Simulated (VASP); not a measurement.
Write the native input for VASP 6.6.1 that does the following.

```
Task                               : single point
Functional                         : HSE06
Potentials or basis                : VASP PAW PBE potentials, release 64 (Ga_d, P)
Cutoff                             : 520 eV
k mesh                             : 6 × 6 × 6
Occupations                        : gaussian, width 0.01 eV
Spin                               : no spin polarisation
Dipole correction                  : no
Grid for exact exchange (PRECFOCK) : Normal
Further INCAR settings             : ALGO = Normal; EDIFF = 1e-06; NBANDS = 16
Share of exact exchange            : 0.25
Screening parameter                : 0.2079 1/Å
```

Crystal: GaP.

```xyz
2
Lattice="0.0000 2.7254 2.7968 2.7254 0.0000 2.7968 2.7254 2.7254 0.0000" Properties=species:S:1:pos:R:3 pbc="T T T"
Ga    0.0000    0.0000    0.0000
P     1.3627    1.3627    1.3984
```

This cell differs from its parent crystal: uniaxial z strain +2.6%.

One way to write it, as run:

POSCAR

```
GaP
1.0
    0.0000000000      2.7254101930      2.7968159400
    2.7254101930      0.0000000000      2.7968159400
    2.7254101930      2.7254101930      0.0000000000
Ga P
1 1
Direct
    0.0000000000      0.0000000000      0.0000000000
    0.2500000000      0.2500000000      0.2500000000
```

INCAR.step1

```
SYSTEM = GaP
PREC     = Accurate       ! precision mode
ENCUT    = 520            ! plane-wave cutoff, eV
EDIFF    = 1E-5           ! SCF threshold, eV
ISMEAR   = 0              ! smearing method
SIGMA    = 0.01           ! smearing width, eV
LREAL    = .FALSE.        ! projectors in reciprocal space
LASPH    = .TRUE.         ! aspherical terms in the spheres
NELM     = 60             ! most SCF steps
ALGO     = Normal         ! electronic algorithm
ISIF     = 2              ! what is computed and relaxed
LWAVE    = .TRUE.         ! write WAVECAR
LCHARG   = .FALSE.        ! write CHGCAR
NBANDS   = 16             ! bands
GGA      = PE             ! functional
```

INCAR.step2

```
SYSTEM = GaP
PREC     = Accurate       ! precision mode
ENCUT    = 520            ! plane-wave cutoff, eV
EDIFF    = 1E-6           ! SCF threshold, eV
ISMEAR   = 0              ! smearing method
SIGMA    = 0.01           ! smearing width, eV
LREAL    = .FALSE.        ! projectors in reciprocal space
LASPH    = .TRUE.         ! aspherical terms in the spheres
NELM     = 60             ! most SCF steps
ALGO     = Normal         ! electronic algorithm
ISIF     = 2              ! what is computed and relaxed
LWAVE    = .FALSE.        ! write WAVECAR
LCHARG   = .FALSE.        ! write CHGCAR
GGA      = PE             ! functional
LHFCALC  = .TRUE.         ! exact exchange
HFSCREEN = 0.2079         ! screening, 1/A
PRECFOCK = Normal       
NBANDS   = 16             ! bands
ISTART   = 1
```

KPOINTS

```
Automatic mesh
0
G
  6 6 6
  0 0 0
```

Potentials or basis: VASP PAW PBE potentials, release 64 (Ga_d, P).

The run is started by

```bash
$ cat potpaw_PBE.64/Ga_d/POTCAR potpaw_PBE.64/P/POTCAR > POTCAR
$ cp INCAR.step1 INCAR
$ mpirun -np 1 vasp_std > vasp.out
$ cp INCAR.step2 INCAR
$ mpirun -np 1 vasp_std > vasp.out
```

Results of the run:

```yaml
Pressure: -1.7 GPa
Band_gap_on_the_k_mesh: 2.23 eV (least direct gap 2.50 eV)
```

Caveat: the cell differs from its parent crystal (uniaxial z strain +2.6%); the PAW data sets were made with another functional, which shifts forces and pressure a little.

Run time: 46 min on 1 thread of Intel(R) Xeon(R) Platinum 8488C (Sapphire Rapids) (shared host), peak memory 0.3 GiB.
